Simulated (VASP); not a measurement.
A run of VASP 6.6.1 is set up as follows.

The input INCAR:

```
ALGO = Normal
EDIFF = 1E-6
ENCUT = 500
GGA = PE
GGA_COMPAT = False
ISIF = 2
ISMEAR = 0
LASPH = True
LCHARG = True
LELF = True
LREAL = False
LVHAR = True
LWAVE = False
NBANDS = 11
NELM = 120
PREC = Accurate
SIGMA = 0.1
```

File KPOINTS:

```
k-points
0
Gamma
  6 6 6
```

The input POSCAR:

```
Ca
1.0
    3.4886563400      0.0000000000      0.0000000000
    0.0000000000      3.4886563400      0.0000000000
    0.0000000000      0.0000000000      3.4886563400
Ca
1
Direct
    0.0000000000      0.0000000000      0.0000000000
```

Potentials or basis: VASP PAW PBE potentials, release 64 (Ca_sv).

Command:

```bash
$ cat potpaw_PBE.64/Ca_sv/POTCAR > POTCAR
$ mpirun -np 1 vasp_std > vasp.out
```

(1) Estimate the band gap on the k mesh.

(2) Predict the pressure.

## Answers

(1) zero (bands 5 and 6 overlap by 1.16 eV).

(2) 0.5 GPa.
